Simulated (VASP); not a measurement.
Runs of VASP 6.6.1 on Ge. The structure is that of space group Fd-3m (No. 227), or close to it. The cells are those of the table. 

```csv
cell,gap on the mesh (eV),pressure (GPa)
"a = 4.075 Å, angles 60.0°, 2 atoms",none,(b)
"a = 3.122 Å, angles 60.0°, 2 atoms",none,292.9
"a = 3.845 Å, angles 60.0°, 2 atoms",(a),15.5
"a = 3.583 Å, angles 60.0°, 2 atoms",none,55.3
"a = 3.963 Å, angles 60.0°, 2 atoms",0.29,5.9
```

Alike in all rows: task single point; level PBE; potentials or basis VASP PAW PBE potentials, release 64 (Ge_d); no spin polarisation; k mesh 11 × 11 × 11; cutoff (eV) 520; smearing fermi-dirac 0.08 eV.

**Question.** Fill in the values left out.

**Answer.** (a) 0.42; (b) -0.1.

Caveats: the cell stands under pressure (at least some runs); semilocal functionals underestimate gaps, so a narrow gap can read as zero (at least some runs); an odd mesh through Γ misses points on the zone boundary, where band edges can lie (at least some runs).

A k mesh can miss the band edges, and the runs leave out spin-orbit coupling on Ge.

A gap of «none» marks levels without a gap at the run's occupations.
